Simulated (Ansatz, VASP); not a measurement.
**Sn2TeO2: VASP beside Ansatz**

Contents of INCAR:

```
  PREC = Accurate
  ENCUT = 600
  EDIFF = 1E-6
  ISMEAR = 0
  SIGMA = 0.1
  LREAL = F
  LASPH = T
  NELM = 80
  ALGO = Normal
  ISIF = 3
  LWAVE = F
  LCHARG = F
  GGA = PE
  IBRION = 2
  NSW = 90
  EDIFFG = -0.04
```

The input KPOINTS:

```
Automatic mesh
0
Gamma
  6 6 2
```

POSCAR

```
Sn2TeO2
1.0
    4.3563683700      0.0000000000      0.0000000000
   -2.1781841800      3.7727256700      0.0000000000
    0.0000000000      0.0000000000      7.8720787800
Sn Te O
2 1 2
Direct
    0.0000000000      0.0000000000      0.6480203500
    0.0000000000      0.0000000000      0.3519796500
    0.6666666700      0.3333333300      0.0000000000
    0.0000000000      0.0000000000      0.0000000000
    0.3333333300      0.6666666700      0.0000000000
```

Input for Ansatz:

```yaml
crystal:
  lattice:
    - [4.35636837, 0.0, 0.0]
    - [-2.17818418, 3.77272567, 0.0]
    - [0.0, 0.0, 7.87207878]
  atoms:
    - { symbol: Sn, position: [0.0, 0.0, 0.64802035] }
    - { symbol: Sn, position: [0.0, 0.0, 0.35197965] }
    - { symbol: Te, position: [0.66666667, 0.33333333, 0.0] }
    - { symbol: O, position: [0.0, 0.0, 0.0] }
    - { symbol: O, position: [0.33333333, 0.66666667, 0.0] }
basis:
  ecutwfc: 420
kpoints:
  mp_grid: { grid: [6, 6, 2] }
hamiltonian:
  xc: pbe
scf:
  occupations: { method: gaussian, width: 0.1 }
  lower_state_search: "off"
output:
  forces: true
  stress: true
  eigenvalues: true
relax:
  adjacent_minimum: "off"
  f_tol: 0.04
  max_steps: 70
  cell: { stress_tol: 0.4 }
```

Alike in both runs: task relaxation of cell and atoms; functional PBE; k mesh 6 × 6 × 2; occupations gaussian, width 0.1 eV; no spin polarisation.

|  | VASP | Ansatz |
| --- | --- | --- |
| version | VASP 6.6.1 | Ansatz 0.2.0 |
| potentials or method | VASP PAW PBE potentials, release 64 (Sn_d, Te, O), cutoff 600 eV | scalar-relativistic, plane waves, PAW |
| valence electrons in the cell | 46 | 56 |

|  | VASP | Ansatz | Ansatz less VASP |
| --- | --- | --- | --- |
| gap on the k mesh at the Fermi level, each at its own relaxed structure (eV) | none | none | - |
| relaxed volume (Å³/atom) | 23.24 | 23.90 | +0.660 |
| relaxed cell length with the largest relative difference (Å) | 8.023 | 8.152 | +0.1286 |

A gap of «none» marks a metal or a gap that the smearing closes. VASP's potentials hold 46 valence electrons a cell and Ansatz's 56, so a difference there can come from the potentials and not from the codes.

The k mesh is coarse, so the values compare programs but aren't converged. Spin-orbit coupling is off throughout.
